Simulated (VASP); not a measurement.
# CdS (CsCl type) (Pm-3m) in VASP: further runs, part 2 of 2

VASP 6.6.1.

**3. Relaxation of cell and atoms, PBE, target pressure 11 GPa, at which the enthalpy is minimised**

This run uses another cell than the first one, of 17.48 Å³/atom.

INCAR reads:

```
SYSTEM = CdS
PREC     = Accurate       ! precision mode
ENCUT    = 600            ! plane-wave cutoff, eV
EDIFF    = 1E-6           ! SCF threshold, eV
ISMEAR   = -1             ! smearing method
SIGMA    = 0.05           ! smearing width, eV
LREAL    = .FALSE.        ! projectors in reciprocal space
LASPH    = .TRUE.         ! aspherical terms in the spheres
NELM     = 100            ! most SCF steps
ALGO     = Normal         ! electronic algorithm
ISIF     = 3              ! what is computed and relaxed
LWAVE    = .FALSE.        ! write WAVECAR
LCHARG   = .FALSE.        ! write CHGCAR
GGA      = PE             ! functional
IBRION   = 2              ! ionic algorithm
NSW      = 60             ! ionic steps
EDIFFG   = -0.005         ! ionic threshold
PSTRESS  = 110.0
```

KPOINTS reads:

```
Automatic mesh
0
G
  13 13 13
  0 0 0
```

POSCAR reads:

```
CdS
1.0
    3.2696354849      0.0000000000      0.0000000000
    0.0000000000      3.2696354849      0.0000000000
    0.0000000000      0.0000000000      3.2696354849
Cd S
1 1
Direct
    0.0000000000      0.0000000000      0.0000000000
    0.5000000000      0.5000000000      0.5000000000
```

Potentials or basis: VASP PAW PBE potentials, release 64 (Cd, S).

Started as:

```bash
$ cat potpaw_PBE.64/Cd/POTCAR potpaw_PBE.64/S/POTCAR > POTCAR
$ mpirun -np 1 vasp_std > vasp.out
```

OUTCAR:

```text
SYSTEM = CdS
   PREC = Accurate
   ENCUT = 600
   EDIFF = 1E-6
   ISMEAR = -1
   LREAL = .FALSE.
   LASPH = .TRUE.
   NELM = 100
   ISIF = 3
   GGA = PE
   IBRION = 2
   NSW = 60
   EDIFFG = -0.005
   PSTRESS = 110.0

 ion  position               nearest neighbor table
   1  0.000  0.000  0.000-   2 2.83   2 2.83   2 2.83   2 2.83   2 2.83   2 2.83   2 2.83   2 2.83

   2  0.500  0.500  0.500-   1 2.83   1 2.83   1 2.83   1 2.83   1 2.83   1 2.83   1 2.83   1 2.83

  LATTYP: Found a simple cubic cell.
 ALAT       =     3.2696354849

  Lattice vectors:

 A1 = (   3.2696354849,   0.0000000000,   0.0000000000)
 A2 = (   0.0000000000,   3.2696354849,   0.0000000000)
 A3 = (   0.0000000000,   0.0000000000,   3.2696354849)

Analysis of symmetry for initial positions (statically):
=====================================================================
 Subroutine PRICEL returns:
 Original cell was already a primitive cell.

 Routine SETGRP: Setting up the symmetry group for a
[... 186 lines left out ...]
      7       3.6713      2.00000
      8       3.6713      2.00000
      9       3.6713      2.00000
     10       4.6355      1.99973
     11      11.6426      0.00000
     12      11.6426      0.00000
     13      17.9702      0.00000
[... 443 lines left out ...]
--------------------------------------- Ionic step        3  -------------------------------------------

 number of electron      18.0000004 magnetization

 Free energy of the ion-electron system (eV)
  ---------------------------------------------------
  ext. energy  EPLUGINS =         0.00000000
  ---------------------------------------------------
  free energy    TOTEN  =        -4.73129022 eV

  energy without entropy =       -4.72153689  energy(sigma->0) =       -4.72641356

 E-fermi :   4.9646     XC(G=0): -11.3001

 val. band max:        4.9283925533   @ k =   0.3846   0.2308   0.0000
 cond. band min:       4.9739817748   @ k =   0.3846   0.3077   0.0000
 fundamental gap:      0.0455892214
 Fermi energy:         4.9646040293

 k-point     1 :       0.0000    0.0000    0.0000
  band No.  band energies     occupation
      1      -9.1908      2.00000
      2      -4.0296      2.00000
      3      -4.0296      2.00000
      4      -3.2731      2.00000
      5      -3.2731      2.00000
      6      -3.2731      2.00000
      7       3.5793      2.00000
      8       3.5793      2.00000
      9       3.5793      2.00000
     10       4.4697      1.99990
     11      11.5387      0.00000
     12      11.5387      0.00000
     13      17.7448      0.00000
[... 401 lines left out ...]
  energy  without entropy=       -4.7215368941  energy(sigma->0) =       -4.72641356

  enthalpy is  TOTEN    =        -2.3061604549 eV   P V=        2.4251297617

 reached required accuracy - stopping structural energy minimisation
```

OSZICAR:

```text
N       E                     dE             d eps       ncg     rms          rms(c)
DAV:   1     0.120772935567E+03    0.12077E+03   -0.10615E+04  2280   0.150E+03
[... 22 lines left out ...]
       N       E                     dE             d eps       ncg     rms          rms(c)
DAV:   1    -0.474524739584E+01    0.80035E-02   -0.29984E-01  2484   0.772E+00    0.879E-01
DAV:   2    -0.473277571490E+01    0.12472E-01   -0.29386E-02  2399   0.297E+00    0.339E-01
DAV:   3    -0.473138814568E+01    0.13876E-02   -0.35625E-03  2594   0.775E-01    0.261E-01
DAV:   4    -0.473129172621E+01    0.96419E-04   -0.16656E-04  2339   0.145E-01    0.729E-02
DAV:   5    -0.473128902525E+01    0.27010E-05   -0.14634E-05  2595   0.549E-02    0.131E-02
DAV:   6    -0.473129057185E+01   -0.15466E-05   -0.34247E-06  2151   0.235E-02    0.750E-03
DAV:   7    -0.473129021661E+01    0.35524E-06   -0.93702E-08  1167   0.437E-03
   3 F= -.23061605E+01 E0= -.23012838E+01  d E =-.144121E-02
```

CONTCAR:

```text
CdS
   1.00000000000000
     3.2810860941131144    0.0000000000000000    0.0000000000000000
     0.0000000000000000    3.2810860941131144    0.0000000000000000
     0.0000000000000000    0.0000000000000000    3.2810860941131144
  Cd              S
     1     1
Direct
     0.0000000000000000    0.0000000000000000    0.0000000000000000
     0.5000000000000000    0.5000000000000000    0.5000000000000000

  0.00000000E+00  0.00000000E+00  0.00000000E+00
  0.00000000E+00  0.00000000E+00  0.00000000E+00
```

Run time: 1.8 min. Hardware: 1 thread of Intel Xeon 8259CL, shared host; peak memory 0.2 GiB.

Results:

```
Free energy                                                : -4.7313 eV
Relaxed volume                                             : 17.66 Å³/atom
Relaxed cell                                               : a = 3.281 Å, b = 3.281 Å, c = 3.281 Å, α = 90.00°, β = 90.00°, γ = 90.00°
Space group after relaxing (to 0.1 Å)                      : Pm-3m (No. 221)
Energy change on relaxing (the run minimises the enthalpy) : -13.4 meV/atom
Ionic steps                                                : 3
Pressure after relaxing                                    : 11.0 GPa
Band gap on the k mesh                                     : zero (bands 9 and 10 overlap by 0.63 eV)
```

The path:
| step | energy change (eV) | largest force (eV/Å) | pressure (GPa) | volume (Å³) |
| --- | --- | --- | --- | --- |
| 1 | 0.0000 | 0.0000 | 12.27 | 34.95 |
| 2 | -0.0487 | 0.0000 | 9.89 | 35.66 |
| 3 | -0.0267 | 0.0000 | 11.00 | 35.32 |

Final structure:
```xyz
2
Lattice="3.2811 0.0000 0.0000 0.0000 3.2811 0.0000 0.0000 0.0000 3.2811" Properties=species:S:1:pos:R:3 pbc="T T T"
Cd    0.0000    0.0000    0.0000
S     1.6405    1.6405    1.6405
```

Caveat: the cell is relaxed towards a set pressure, so the run minimises the enthalpy, not the energy; semilocal functionals underestimate gaps, so a narrow gap can read as zero.

**4. Relaxation of cell and atoms, PBE, target pressure 11 GPa, at which the enthalpy is minimised**

INCAR reads:

```
SYSTEM = CdS
PREC = Accurate
ENCUT = 600
EDIFF = 1E-6
ISMEAR = -1
SIGMA = 0.05
LREAL = .FALSE.
LASPH = .TRUE.
NELM = 80
ALGO = Normal
ISIF = 3
LWAVE = .FALSE.
LCHARG = .FALSE.
GGA = PE
IBRION = 2
NSW = 32
EDIFFG = -0.005
PSTRESS = 110.0
```

KPOINTS reads:

```
regular mesh
0
G
  13 13 13
  0 0 0
```

POSCAR reads:

```
CdS
1.0
    3.2763661750      0.0000000000      0.0000000000
    0.0000000000      3.2763661750      0.0000000000
    0.0000000000      0.0000000000      3.2763661750
Cd S
1 1
Direct
    0.0000000000      0.0000000000      0.0000000000
    0.5000000000      0.5000000000      0.5000000000
```

Started as:

```bash
$ cat potpaw_PBE.64/Cd/POTCAR potpaw_PBE.64/S/POTCAR > POTCAR
$ mpirun -np 1 vasp_std > vasp.out
```

Wall time 1.8 min (1 thread of Intel Xeon 8259CL, shared host); peak memory 0.2 GiB.

It converged, with:

| Property | Result |
| --- | --- |
| Free energy | -4.7311 eV |
| Relaxed volume | 17.66 Å³/atom |
| Relaxed cell | a = 3.281 Å, b = 3.281 Å, c = 3.281 Å, α = 90.00°, β = 90.00°, γ = 90.00° |
| Space group after relaxing (to 0.1 Å) | Pm-3m (No. 221) |
| Energy change on relaxing (the run minimises the enthalpy) | -5.2 meV/atom |
| Ionic steps | 3 |
| Pressure after relaxing | 11.0 GPa |
| Band gap on the k mesh | zero (bands 9 and 10 overlap by 0.63 eV) |

The path:
```tsv
step	energy change (eV)	largest force (eV/Å)	pressure (GPa)	volume (Å³)
1	0.0000	0.0000	11.51	35.17
2	-0.0198	0.0000	10.59	35.46
3	-0.0104	0.0000	11.00	35.32
```

Final structure:
```
Cd S
1.0
     3.28097    0.00000    0.00000
     0.00000    3.28097    0.00000
     0.00000    0.00000    3.28097
Cd S
1 1
Direct
  0.00000 0.00000 0.00000
  0.50000 0.50000 0.50000
```

Levels at points of the mesh, in eV from the Fermi level:
```tsv
k point	band 7	band 8	band 9	band 10	band 11	band 12
(0.00, 0.00, 0.00)	-1.39	-1.39	-1.39	-0.49	6.57	6.57
```

Caveat: the cell is relaxed towards a set pressure, so the run minimises the enthalpy, not the energy; semilocal functionals underestimate gaps, so a narrow gap can read as zero.

**5. The runs side by side**

| task | cell | cutoff (eV) | gap on the mesh (eV) | pressure (GPa) |
| --- | --- | --- | --- | --- |
| single point | a = 3.276 Å, 2 atoms | 520 | none | 11.6 |
| relaxation of cell and atoms | relaxed to 11 GPa from a = 3.270 Å, 2 atoms | 600 | none | 11.0 |
| relaxation of cell and atoms | relaxed to 11 GPa from a = 3.276 Å, 2 atoms | 600 | none | 11.0 |

Alike in all rows: level PBE; potentials or basis VASP PAW PBE potentials, release 64 (Cd, S); no spin polarisation; k mesh 13 × 13 × 13; smearing fermi-dirac 0.05 eV.

Caveats: semilocal functionals underestimate gaps, so a narrow gap can read as zero; the cell is relaxed towards a set pressure, so the run minimises the enthalpy, not the energy (at least some runs); the cell stands under pressure (at least some runs).

Absolute energies hang on the potentials; compare differences alone.
